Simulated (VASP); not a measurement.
Ca4Si3N: single point with PBE

Ca4Si3N:

```
CELL_PARAMETERS angstrom
4.98469 0.00000 0.00000
0.00000 4.98469 0.00000
0.00000 0.00000 7.42091
ATOMIC_POSITIONS crystal
Ca 0.50000 0.00000 0.97323
Ca 0.50000 0.00000 0.45350
Ca 0.00000 0.50000 0.97323
Ca 0.00000 0.50000 0.45350
Si 0.50000 0.50000 0.72014
Si 0.00000 0.00000 0.19609
Si 0.00000 0.00000 0.73728
N 0.50000 0.50000 0.49303
```

The cell was generated, and may not be a known phase.

```json
{"Program": "VASP 6.6.1", "Task": "single point", "Functional": "PBE", "Potentials or basis": "VASP PAW PBE potentials, release 64 (Ca_sv, Si, N)", "Cutoff": "520 eV", "k mesh": "6 × 6 × 4", "Occupations": "gaussian, width 0.1 eV", "Spin": "no spin polarisation", "Dipole correction": "no", "Further INCAR settings": "ALGO = Fast; EDIFF = 1e-06; NBANDS = 38"}
```

```
Pressure               : 0.1 GPa
Largest force          : 0.036 eV/Å
Band gap on the k mesh : zero (an odd number of electrons rules out a gap without spin polarisation)
```

Forces in eV/Å, atoms in the order of the input:
```
Ca   0.000  0.000  0.003
Ca   0.000  0.000 -0.005
Ca   0.000  0.000  0.003
Ca   0.000  0.000 -0.005
Si   0.000  0.000  0.036
Si   0.000  0.000  0.001
Si   0.000  0.000 -0.003
N    0.000  0.000 -0.029
```

Levels at points of the mesh, in eV from the Fermi level:
| k point | band 26 | band 27 | band 28 | band 29 | band 30 | band 31 |
| --- | --- | --- | --- | --- | --- | --- |
| (0.00, 0.00, 0.00) | -1.28 | -0.55 | -0.55 | 0.77 | 0.90 | 1.12 |
| (0.50, 0.00, 0.00) | -1.13 | -0.74 | -0.73 | -0.24 | -0.01 | 1.25 |
| (0.50, 0.50, 0.00) | -1.94 | -1.19 | -1.19 | 0.74 | 0.82 | 1.27 |
| (0.00, 0.00, 0.50) | -1.10 | -0.97 | -0.76 | -0.76 | 0.49 | 1.29 |
| (0.50, 0.00, 0.50) | -1.13 | -0.95 | -0.90 | -0.72 | -0.02 | 0.14 |
| (0.50, 0.50, 0.50) | -1.20 | -1.20 | -1.14 | -0.46 | 0.54 | 1.72 |

Wall time 3.5 min on 1 thread of Oxide Virtual Turin-like Processor, with other jobs on the host, peak memory 0.35 GiB.
